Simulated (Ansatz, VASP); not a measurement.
# One calculation of Au, two programs

File INCAR:

```
PREC     = Accurate       # precision mode
ENCUT    = 520            # plane-wave cutoff, eV
EDIFF    = 1E-7           # SCF threshold, eV
ISMEAR   = 0              # smearing method
SIGMA    = 0.15           # smearing width, eV
LREAL    = F              # projectors in reciprocal space
LASPH    = T              # aspherical terms in the spheres
NELM     = 60             # most SCF steps
ALGO     = Fast           # electronic algorithm
ISIF     = 2              # what is computed and relaxed
LWAVE    = F              # write WAVECAR
LCHARG   = F              # write CHGCAR
GGA      = PS             # functional
NBANDS   = 12             # bands
```

KPOINTS

```
regular mesh
0
Gamma
  20 20 20
```

File POSCAR:

```
Au
1.0
   -1.6572690000      1.6572690000      1.6241236200
    1.6572690000     -1.6572690000      1.6241236200
    1.6572690000      1.6572690000     -1.6241236200
Au
1
Direct
    0.0000000000      0.0000000000      0.0000000000
```

Input for Ansatz:

```yaml
crystal:
  lattice:
    - [-1.657269, 1.657269, 1.62412362]
    - [1.657269, -1.657269, 1.62412362]
    - [1.657269, 1.657269, -1.62412362]
  atoms:
    - { symbol: Au, position: [0.0, 0.0, 0.0] }
basis:
  ecutwfc: 420
kpoints:
  mp_grid: { grid: [20, 20, 20] }
hamiltonian:
  xc: pbesol
scf:
  occupations: { method: gaussian, width: 0.15 }
output:
  forces: true
  stress: true
  eigenvalues: true
```

Change from the starting cell: strain -0.0200 x Voigt [0, 0, 1, 0, 0, 0], atoms carried along.

Alike in both runs: task single point; functional PBEsol; k mesh 20 × 20 × 20; occupations gaussian, width 0.15 eV; no spin polarisation.

|  | VASP | Ansatz |
| --- | --- | --- |
| version | VASP 6.6.1 | Ansatz 0.2.0 |
| potentials or method | VASP PAW PBE potentials, release 64 (Au), cutoff 520 eV | scalar-relativistic, plane waves, PAW |
| valence electrons in the cell | 11 | 19 |

```csv
,VASP,Ansatz,Ansatz less VASP
gap on the k mesh at the Fermi level (eV),none,none,-
pressure (GPa),-7.1,-6.9,+0.21
```

VASP's potentials were made for PBE, not for PBEsol. A gap of «none» marks a metal or a gap that the smearing closes. VASP's potentials hold 11 valence electrons a cell and Ansatz's 19, so a difference there can come from the potentials and not from the codes.

Neither program's run includes spin-orbit coupling.
